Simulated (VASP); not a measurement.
# CuO in VASP: notebook

The runs below take CuO through relaxation of shape and atoms at fixed volume, with PBEsol.

Everything below comes from runs of VASP 6.6.1. Logs are shortened: lines on timing, memory, paths and dates and some standing lists are left out, and cuts for length are marked.

### Step 1. The cell of the first run

The typed cell holds 4 atoms: a = 2.823 Å, b = 2.823 Å, c = 5.032 Å, α = 90.01°, β = 90.01°, γ = 89.81°.

### Step 2. Relaxation of shape and atoms at fixed volume, PBEsol (10.02 Å³/atom)

The input, INCAR:

```
  ALGO = Fast
  EDIFF = 1E-6
  EDIFFG = -0.01
  ENCUT = 600
  GGA = PS
  IBRION = 2
  ISIF = 4
  ISMEAR = 0
  LASPH = True
  LCHARG = False
  LREAL = False
  LWAVE = False
  NELM = 80
  NSW = 50
  PREC = Accurate
  SIGMA = 0.1
```

The input, KPOINTS:

```
k-points
0
Gamma
  16 16 8
```

The input, POSCAR:

```
CuO
1.0
    1.9930792544     -1.9924979111      0.1556443291
    1.9930792544      1.9924979111      0.1556443291
   -0.3925660445      0.0000000000      5.0170510116
Cu O
2 2
Direct
    0.0000000000      0.5000000000      0.0000000000
    0.5000000000      0.0000000000      0.5000000000
    0.5000451916      0.4999548084      0.2500000000
    0.4999548084      0.5000451916      0.7500000000
```

Potentials or basis: VASP PAW PBE potentials, release 64 (Cu, O).

Started as:

```bash
cat potpaw_PBE.64/Cu/POTCAR potpaw_PBE.64/O/POTCAR > POTCAR
mpirun -np 1 vasp_std > vasp.out
```

OUTCAR:

```text
EDIFF = 1E-6
   EDIFFG = -0.01
   ENCUT = 600
   GGA = PS
   IBRION = 2
   ISIF = 4
   ISMEAR = 0
   LASPH = True
   LREAL = False
   NELM = 80
   NSW = 50
   PREC = Accurate

 ion  position               nearest neighbor table
   1  0.000  0.500  0.000-   3 1.89   4 1.89   4 1.89   3 1.89
   2  0.500  0.000  0.500-   4 1.89   3 1.89   4 1.89   3 1.89
   3  0.500  0.500  0.250-   2 1.89   1 1.89   2 1.89   1 1.89
   4  0.500  0.500  0.750-   1 1.89   2 1.89   2 1.89   1 1.89

  LATTYP: Found a base centered monoclinic cell.
 ALAT       =     3.9982946722
 B/A-ratio  =     0.9966738695
 C/A-ratio  =     1.2586330980
 COS(beta)  =    -0.0001530444

  Lattice vectors:

 A1 = (   1.9930792544,  -1.9924979111,   0.1556443291)
 A2 = (   1.9930792544,   1.9924979111,   0.1556443291)
 A3 = (  -0.3925660445,   0.0000000000,   5.0170510116)

Analysis of symmetry for initial positions (statically):
=====================================================================
 Subroutine PRICEL returns:
 Original cell was already a primitive cell.

 Routine SETGRP: Setting up the symmetry group for a
 base centered monoclinic supercell.

 Subroutine GETGRP returns: Found  4 space group operations
 (whereof  2 operations were pure point group operations)
 out of a pool of  4 trial point group operations.

The static configuration has the point symmetry S_2 .
 The point group associated with its full space group is C_2h.

Analysis of symmetry for dynamics (positions and initial velocities):
=====================================================================
 Subroutine PRICEL returns:
 Original cell was already a primitive cell.

 Routine SETGRP: Setting up the symmetry group for a
 base centered monoclinic supercell.

 Subroutine GETGRP returns: Found  4 space group operations
 (whereof  2 operations were pure point group operations)
 out of a pool of  4 trial point group operations.

The dynamic configuration has the point symmetry S_2 .
 The point group associated with its full space group is C_2h.

 Subroutine INISYM returns: Found  4 space group operations
 (whereof  2 operations are pure point group operations),
 and found     1 'primitive' translations

----------------------------------------------------------------------------------------

                                     Primitive cell

  volume of cell :      40.0910

  direct lattice vectors                    reciprocal lattice vectors
     1.993079254 -1.992497911  0.155644329     0.249344491 -0.250941292  0.019510302
     1.993079254  1.992497911  0.155644329     0.249344491  0.250941292  0.019510302
    -0.392566044  0.000000000  5.017051012    -0.015470864  0.000000000  0.198109739

  length of vectors
     2.822523339  2.822523339  5.032386010     0.354294876  0.354294876  0.198712899

  position of ions in fractional coordinates (direct lattice)
     0.000000000  0.500000000  0.000000000
     0.500000000  0.000000000  0.500000000
     0.500045192  0.499954808  0.250000000
     0.499954808  0.500045192  0.750000000

  ion indices of the primitive-cell ions
   primitive index   ion index
                 1           1
                 2           2
                 3           3
                 4           4

----------------------------------------------------------------------------------------

 KPOINTS: k-points

Automatic generation of k-mesh.
 Grid dimensions read from file:
 generate k-points for:   16   16    8

 Generating k-lattice:

  Cartesian coordinates                     Fractional coordinates (reciprocal lattice)
     0.015584031 -0.015683831  0.001219394     0.062500000  0.000000000  0.000000000
     0.015584031  0.015683831  0.001219394     0.000000000  0.062500000  0.000000000
    -0.001933858  0.000000000  0.024763717     0.000000000  0.000000000  0.125000000

  Length of vectors
     0.022143430  0.022143430  0.024839112

  Shift w.r.t. Gamma in fractional coordinates (k-lattice)
     0.000000000  0.000000000  0.000000000

 Subroutine IBZKPT returns following result:
 ===========================================

 Found    554 irreducible k-points:

 Following reciprocal coordinates:
            Coordinates               Weight
  0.000000  0.000000  0.000000      1.000000
  0.062500  0.000000  0.000000      4.000000
  0.125000  0.000000  0.000000      4.000000
  0.187500  0.000000  0.000000      4.000000
  0.250000  0.000000  0.000000      4.000000
  0.312500  0.000000  0.000000      4.000000
[... 16 lines left out ...]
 -0.125000  0.062500 -0.000000      4.000000
 -0.062500  0.062500  0.000000      2.000000
 [... further k-points ...]
   k-points           NKPTS =    554   k-points in BZ     NKDIM =    554   number of bands    NBANDS=     21
   number of dos      NEDOS =    301   number of ions     NIONS =      4
   total plane-waves  NPLWV =  23040
   dimension x,y,z NGX =    24 NGY =   24 NGZ =   40
   dimension x,y,z NGXF=    48 NGYF=   48 NGZF=   80
   ions per type =               2   2
   NGX,Y,Z   is equivalent  to a cutoff of  14.14, 14.14, 13.21 a.u.
   NGXF,Y,Z  is equivalent  to a cutoff of  28.27, 28.27, 26.43 a.u.
 SYSTEM =  unknown system
   PREC   = accura    normal or accurate (medium, high low for compatibility)
   ISTART =      0    job   : 0-new  1-cont  2-samecut
   ICHARG =      2    charge: 1-file 2-atom 10-const
   ISPIN  =      1    spin polarized calculation?
   LNONCOLLINEAR =      F non collinear calculations
   LSORBIT =      F    spin-orbit coupling
   LASPH  =      T    aspherical Exc in radial PAW
   ENCUT  =  600.0 eV  44.10 Ry    6.64 a.u.   5.64  5.64 10.05*2*pi/ulx,y,z
   NELM   =     80;   NELMIN=  2; NELMDL= -5     # of ELM steps
   EDIFF  = 0.1E-05   stopping-criterion for ELM
   LREAL  =      F    real-space projection
   EDIFFG = -.1E-01   stopping-criterion for IOM
   NSW    =     50    number of steps for IOM
   IBRION =      2    ionic relax: 0-MD 1-quasi-New 2-CG
   NFREE  =      1    steps in history (QN), initial steepest desc. (CG)
   ISIF   =      4    stress and relaxation
   ISYM   =      2    0-nonsym 1-usesym 2-fastsym
   POTIM  = 0.5000    time-step for ionic-motion
   TEBEG  =    0.0;   TEEND  =   0.0 temperature during run
   PSTRESS=    0.0 pullay stress
   NELECT =      34.0000    total number of electrons
   NUPDOWN=      -1.0000    fix difference up-down
   EMIN   =  10.00;   EMAX   =-10.00  energy-range for DOS
   EFERMI =   0.00;   METHOD = LEGACY
   ISMEAR =     0;   SIGMA  =   0.10  broadening in eV -4-tet -1-fermi 0-gaus
   EFERMI_NEDOS =   21; number of points for ismear=-14 and -15
   IALGO  =     68    algorithm
   IMIX   =      4    mixing-type and parameters
     AMIX     =   0.40;   BMIX     =  1.00
     AMIX_MAG =   1.60;   BMIX_MAG =  1.00
  volume/ion in A,a.u.               =      10.02        67.64
  Fermi-wavevector in a.u.,A,eV,Ry     =   1.549598  2.928315 32.671026  2.401253
  Thomas-Fermi vector in A             =   2.654382
   LORBIT       =      0    0 simple, 1 ext, 2 COOP (PROOUT), +10 PAW based schemes
   GGA     = PS    functional components
   LHFCALC =     F    Hartree Fock is set to
   AEXX    =    0.0000 exact exchange contribution
   IVDW    =     0    specifies the selected vdW correction
   LEPSILON=     F    determine dielectric tensor
   LRPA    =     F    only Hartree local field effects (RPA)
 conjugate gradient relaxation of ions
 non-spin polarized calculation
 RMM-DIIS sequential band-by-band and
 Gauss-broadening in eV      SIGMA  =   0.10
  energy-cutoff  :      600.00
  volume of cell :       40.09
 maximum number of plane-waves:      1357
   NGX = 11   NGY = 11   NGZ = 21

--------------------------------------- Ionic step        1  -------------------------------------------

 number of electron      34.0000004 magnetization

 Free energy of the ion-electron system (eV)
  ---------------------------------------------------
  ext. energy  EPLUGINS =         0.00000000
  ---------------------------------------------------
  free energy    TOTEN  =       -21.38567139 eV

  energy without entropy =      -21.37368653  energy(sigma->0) =      -21.37967896

------------------------ aborting loop because EDIFF is reached ----------------------------------------

  FORCE on cell =-STRESS in cart. coord.  units (eV):
  Direction    XX          YY          ZZ          XY          YZ          ZX
  --------------------------------------------------------------------------------------
  -------------------------------------------------------------------------------------
  Total        2.8894387      2.8806943      3.7031774      0.0000000      0.0000000     -0.0640211
  in kB      115.4722039    115.1227479    147.9920828      0.0000000      0.0000000     -2.5585087
  external PRESSURE =     126.1956782 kB  Pullay stress =       0.0000000 kB
[... 61 lines left out ...]
  energy  without entropy=      -21.3778036872  energy(sigma->0) =      -21.38380842

--------------------------------------- Ionic step        3  -------------------------------------------

 number of electron      34.0000001 magnetization

 Free energy of the ion-electron system (eV)
  ---------------------------------------------------
  ext. energy  EPLUGINS =         0.00000000
  ---------------------------------------------------
  free energy    TOTEN  =       -21.39129422 eV

  energy without entropy =      -21.37927871  energy(sigma->0) =      -21.38528646

 E-fermi :   6.0356     XC(G=0): -12.1706

 val. band max:        6.0315252867   @ k =   0.2500   0.1250   0.5000
 cond. band min:       6.0362044485   @ k =   0.3750   0.3750   0.3750
 fundamental gap:      0.0046791619
 Fermi energy:         6.0356079926

 k-point     1 :       0.0000    0.0000    0.0000
  band No.  band energies     occupation
      1     -14.5658      2.00000
      2     -13.0846      2.00000
      3      -3.1269      2.00000
      4      -0.0172      2.00000
      5      -0.0099      2.00000
      6       1.7144      2.00000
[... 550 lines left out ...]
      5      -0.0218      2.00000
      6       1.4275      2.00000
[... 13 lines left out ...]
     20      12.5266      0.00000
     21      13.3635      0.00000

 [... further k-points ...]

------------------------ aborting loop because EDIFF is reached ----------------------------------------

  FORCE on cell =-STRESS in cart. coord.  units (eV):
  Direction    XX          YY          ZZ          XY          YZ          ZX
  --------------------------------------------------------------------------------------
  -------------------------------------------------------------------------------------
  Total        2.8176383      2.8132969      2.8171603      0.0000000      0.0000000     -0.0001232
  in kB      112.6028050    112.4293067    112.5837042      0.0000000      0.0000000     -0.0049252
  external PRESSURE =     112.5386053 kB  Pullay stress =       0.0000000 kB
[... 19 lines left out ...]
  FREE ENERGIE OF THE ION-ELECTRON SYSTEM (eV)
  ---------------------------------------------------
  free  energy   TOTEN  =       -21.3912942213 eV

  energy  without entropy=      -21.3792787076  energy(sigma->0) =      -21.38528646

 reached required accuracy - stopping structural energy minimisation
```

Run time: 20 min. Hardware: 1 thread of Oxide Virtual Turin-like, shared host; peak memory 0.53 GiB.

What came out:

```yaml
Free_energy: -21.3913 eV
Energy_gained_by_relaxing: 1.4 meV/atom
Ionic_steps: 3
Pressure_after_relaxing: 11.3 GPa
Band_gap_on_the_k_mesh: zero (bands 17 and 18 overlap by 1.21 eV)
```

Step by step:
```
step  energy change (eV)  largest force (eV/Å)  pressure (GPa)  volume (Å³)
   1              0.0000                0.0001           12.62        40.09
   2             -0.0041                0.0001           11.84        40.09
   3             -0.0056                0.0000           11.25        40.09
```

Final structure:
```yaml
crystal:
  lattice:
    - [1.97976, -1.97900, 0.15460]
    - [1.97976, 1.97900, 0.15460]
    - [-0.39790, 0.00000, 5.08527]
  atoms:
    - { symbol: Cu, position: [0.00000, 0.50000, 0.00000] }
    - { symbol: Cu, position: [0.50000, 0.00000, 0.50000] }
    - { symbol: O, position: [0.50005, 0.49995, 0.25000] }
    - { symbol: O, position: [0.49995, 0.50005, 0.75000] }
```

Caveat: the PAW data sets were made with another functional, which shifts forces and pressure a little; semilocal functionals often make such compounds metallic where correlation or magnetic order opens a gap, which also shifts bond lengths. With open d or f shells a metallic result of PBEsol can be an artefact of self-interaction; +U or a hybrid may open a gap.

### Step 3. Relaxation of shape and atoms at fixed volume, PBEsol (10.98 Å³/atom)

This run uses another cell than the first one, of 10.98 Å³/atom.

The input, INCAR:

```
PREC     = Accurate       # precision mode
ENCUT    = 600            # plane-wave cutoff, eV
EDIFF    = 1E-6           # SCF threshold, eV
ISMEAR   = 0              # smearing method
SIGMA    = 0.1            # smearing width, eV
LREAL    = False          # projectors in reciprocal space
LASPH    = True           # aspherical terms in the spheres
NELM     = 80             # most SCF steps
ALGO     = Fast           # electronic algorithm
ISIF     = 4              # what is computed and relaxed
LWAVE    = False          # write WAVECAR
LCHARG   = False          # write CHGCAR
GGA      = PS             # functional
IBRION   = 2              # ionic algorithm
NSW      = 50             # ionic steps
EDIFFG   = -0.01          # ionic threshold
```

The input, KPOINTS:

```
regular mesh
0
Gamma
  16 16 8
```

The input, POSCAR:

```
CuO
1.0
    2.0646049694     -2.0625287727      0.1611930604
    2.0646049694      2.0625287727      0.1611930604
   -0.4012543087      0.0000000000      5.1267633277
Cu O
2 2
Direct
    0.0000000000      0.5000000000      0.0000000000
    0.5000000000      0.0000000000      0.5000000000
    0.5000411474      0.4999588526      0.2500000000
    0.4999588526      0.5000411474      0.7500000000
```

Potentials or basis: VASP PAW PBE potentials, release 64 (Cu, O).

Started as:

```bash
cat potpaw_PBE.64/Cu/POTCAR potpaw_PBE.64/O/POTCAR > POTCAR
mpirun -np 1 vasp_std > vasp.out
```

Run time: 30 min. Hardware: 1 thread of Oxide Virtual Turin-like, shared host; peak memory 0.59 GiB.

It converged, with:

| Item | Value |
| --- | --- |
| Free energy | -21.4760 eV |
| Energy gained by relaxing | 0.3 meV/atom |
| Ionic steps | 4 |
| Pressure after relaxing | -3.7 GPa |
| Band gap on the k mesh | zero (bands 17 and 18 overlap by 1.22 eV) |

The path:
```
step  energy change (eV)  largest force (eV/Å)  pressure (GPa)  volume (Å³)
   1              0.0000                0.0001           -4.07        43.93
   2             -0.0010                0.0000           -4.02        43.93
   3             -0.0013                0.0003           -3.59        43.93
   4             -0.0013                0.0002           -3.75        43.93
```

Final structure:
```cif
data_structure
_symmetry_space_group_name_H-M 'P 1'
_symmetry_Int_Tables_number 1
_cell_length_a 2.9323
_cell_length_b 2.9323
_cell_length_c 5.1091
_cell_angle_alpha 90.006
_cell_angle_beta 90.006
_cell_angle_gamma 89.793
_cell_volume 43.93
loop_
_atom_site_label
_atom_site_type_symbol
_atom_site_fract_x
_atom_site_fract_y
_atom_site_fract_z
_atom_site_occupancy
Cu1 Cu 0.00000 0.50000 0.00000 1
Cu2 Cu 0.50000 0.00000 0.50000 1
O1 O 0.50004 0.49996 0.25000 1
O2 O 0.49996 0.50004 0.75000 1
```

Levels at points of the mesh, in eV from the Fermi level:
| k point | band 15 | band 16 | band 17 | band 18 | band 19 | band 20 |
| --- | --- | --- | --- | --- | --- | --- |
| (0.00, 0.00, 0.00) | -2.32 | -1.91 | 0.68 | 0.68 | 1.37 | 5.95 |
| (0.50, 0.00, 0.00) | -1.60 | -1.53 | 0.21 | 0.47 | 3.61 | 5.82 |
| (0.50, 0.50, 0.00) | -1.64 | -1.22 | -1.22 | 1.13 | 1.95 | 7.16 |
| (0.00, 0.00, 0.50) | -1.58 | -1.58 | 0.09 | 0.09 | 3.42 | 3.42 |
| (0.50, 0.00, 0.50) | -2.06 | -1.85 | -0.18 | 0.68 | 4.23 | 5.86 |
| (0.50, 0.50, 0.50) | -1.45 | -1.45 | -0.54 | -0.54 | 3.86 | 3.86 |

Caveat: the PAW data sets were made with another functional, which shifts forces and pressure a little; semilocal functionals often make such compounds metallic where correlation or magnetic order opens a gap, which also shifts bond lengths. With open d or f shells a metallic result of PBEsol can be an artefact of self-interaction; +U or a hybrid may open a gap.
